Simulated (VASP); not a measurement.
## Ga11As12 (a cell with a defect): single point with PBE

Ga11As12 (a cell with a defect):

```
CELL_PARAMETERS angstrom
0.00000 8.61670 8.61670
5.74447 0.00000 5.74447
5.74447 5.74447 0.00000
ATOMIC_POSITIONS crystal
As 0.25300 0.37347 0.37546
As 0.25282 0.37311 0.87311
As 0.22205 0.88956 0.38956
As 0.25300 0.87546 0.87347
As 0.58223 0.37738 0.37478
As 0.58427 0.37455 0.87455
As 0.58272 0.87433 0.37433
As 0.58223 0.87478 0.87738
As 0.92029 0.36527 0.37609
As 0.91909 0.37362 0.87362
As 0.91659 0.87654 0.37654
As 0.92029 0.87609 0.86527
Ga 0.00311 0.99742 0.99816
Ga 0.00352 0.49849 0.99849
Ga 0.00311 0.49816 0.49742
Ga 0.32975 0.99587 0.01567
Ga 0.32991 0.99567 0.49567
Ga 0.33290 0.50053 0.00053
Ga 0.32975 0.51567 0.49587
Ga 0.67187 0.99738 0.99704
Ga 0.66687 0.00034 0.50034
Ga 0.66874 0.49928 0.99928
Ga 0.67187 0.49704 0.49738
```

This cell differs from its parent crystal: atoms taken out.

```
Program                : VASP 6.6.1
Task                   : single point
Functional             : PBE
Potentials or basis    : VASP PAW PBE potentials, release 64 (As, Ga_d)
Cutoff                 : 520 eV
k mesh                 : 2 × 2 × 2
Occupations            : gaussian, width 0.05 eV
Spin                   : no spin polarisation
Dipole correction      : no
Further INCAR settings : LREAL = Auto; ALGO = Normal; EDIFF = 1e-07; NBANDS = 118
```

```
Pressure               : -1.0 GPa
Largest force          : 0.024 eV/Å
Band gap on the k mesh : zero (an odd number of electrons rules out a gap without spin polarisation)
```

Forces in eV/Å, atoms in the order of the input:
```
As   0.007 -0.005 -0.006
As   0.005 -0.005 -0.005
As   0.015 -0.010 -0.010
As   0.007 -0.006 -0.005
As  -0.008  0.007 -0.004
As  -0.004  0.009  0.009
As   0.019 -0.004 -0.004
As  -0.008 -0.004  0.007
As  -0.009  0.012  0.005
As   0.001 -0.002 -0.002
As  -0.023  0.005  0.005
As  -0.009  0.005  0.012
Ga   0.002  0.010 -0.001
Ga   0.001  0.002  0.002
Ga   0.002 -0.001  0.010
Ga  -0.004  0.006  0.002
Ga  -0.012  0.005  0.005
Ga   0.006 -0.006 -0.006
Ga  -0.004  0.002  0.006
Ga   0.005 -0.006  0.001
Ga   0.009 -0.009 -0.009
Ga  -0.007 -0.004 -0.004
Ga   0.005  0.001 -0.006
```

Stress tensor (GPa, compression positive):
```
-1.03  0.09  0.09
 0.09 -1.01 -0.16
 0.09 -0.16 -1.01
```

Levels at points of the mesh, in eV from the Fermi level:
| k point | band 97 | band 98 | band 99 | band 100 | band 101 | band 102 | band 103 | band 104 | band 105 | band 106 |
| --- | --- | --- | --- | --- | --- | --- | --- | --- | --- | --- |
| (0.00, 0.00, 0.00) | -0.66 | -0.61 | -0.25 | -0.22 | 0.29 | 0.41 | 0.42 | 0.54 | 1.09 | 1.22 |
| (0.50, 0.00, 0.00) | -0.72 | -0.61 | -0.60 | -0.13 | -0.13 | 0.28 | 0.29 | 1.09 | 1.20 | 1.65 |
| (0.00, 0.50, 0.00) | -1.17 | -0.89 | -0.73 | -0.47 | -0.45 | 0.02 | 0.13 | 1.47 | 1.70 | 2.24 |
| (0.50, 0.00, 0.50) | -1.07 | -1.05 | -1.02 | -0.88 | -0.60 | -0.38 | 0.06 | 2.33 | 2.37 | 2.43 |
| (0.00, 0.50, 0.50) | -1.16 | -0.98 | -0.97 | -0.93 | -0.42 | -0.22 | 0.15 | 1.94 | 2.03 | 2.26 |
| (0.50, 0.50, 0.50) | -1.00 | -0.95 | -0.82 | -0.70 | -0.60 | -0.24 | 0.01 | 2.12 | 2.21 | 2.35 |

Run time: 11 min on 1 thread of Intel(R) Xeon(R) 6975P-C (Granite Rapids), on a shared host, peak memory 0.8 GiB.

Caveat: the k points lie up to 0.47 Å⁻¹ apart, too coarse for converged energies and pressures of a metal; the cell differs from its parent crystal (atoms taken out); an odd number of electrons without spin polarisation forces a metal; a magnetic or distorted state may lie lower.
